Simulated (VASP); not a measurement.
Write the native input for VASP 6.6.1 that does the following.

```yaml
Task: single point
Functional: r2SCAN
Potentials_or_basis: VASP PAW PBE potentials, release 64 (Ag)
Cutoff: 520 eV
k_mesh: 18 × 18 × 10
Occupations: gaussian, width 0.1 eV
Spin: no spin polarisation
Dipole_correction: no
Further_INCAR_settings: ALGO = Normal; EDIFF = 1e-07; NBANDS = 18
```

Crystal: Ag.

```
Ag
1.0
     2.89416    0.00000    0.00000
    -1.44708    2.50642    0.00000
     0.00000    0.00000    4.73199
Ag
2
Direct
  0.33333 0.66667 0.25000
  0.66667 0.33333 0.75000
```

This isn't the form of Ag at room conditions, which is fcc.

These files were run (other wordings do the same):

POSCAR

```
Ag
1.0
    2.8941631382      0.0000000000      0.0000000000
   -1.4470815691      2.5064188004      0.0000000000
    0.0000000000      0.0000000000      4.7319864363
Ag
2
Direct
    0.3333333333      0.6666666667      0.2500000000
    0.6666666667      0.3333333333      0.7500000000
```

INCAR.step1

```
ALGO = Normal
EDIFF = 1E-4
ENCUT = 520
GGA = PE
ISMEAR = 0
LASPH = True
LCHARG = False
LREAL = False
LWAVE = True
NBANDS = 18
NELM = 80
PREC = Accurate
SIGMA = 0.1
```

INCAR.step2

```
ALGO = Normal
EDIFF = 1E-7
ENCUT = 520
ISIF = 2
ISMEAR = 0
ISTART = 1
LASPH = True
LCHARG = False
LMIXTAU = True
LREAL = False
LWAVE = False
METAGGA = R2SCAN
NBANDS = 18
NELM = 80
PREC = Accurate
SIGMA = 0.1
```

KPOINTS

```
k-points
0
Gamma
  18 18 10
```

Potentials or basis: VASP PAW PBE potentials, release 64 (Ag).

The run is started by

```bash
$ cat potpaw_PBE.64/Ag/POTCAR > POTCAR
$ cp INCAR.step1 INCAR
$ mpirun -np 1 vasp_std > vasp.out
$ cp INCAR.step2 INCAR
$ mpirun -np 1 vasp_std > vasp.out
```

It gave:

The pressure is 1.2 GPa and the band gap on the k mesh is zero (bands 11 and 12 overlap by 7.97 eV).

Caveat: the PAW data sets were made with another functional, which shifts forces and pressure a little.

It took 6.6 min on 1 thread of Intel(R) Xeon(R) Platinum 8259CL CPU @ 2.50GHz (Skylake/Cascade Lake) (shared host), peak memory 0.25 GiB.
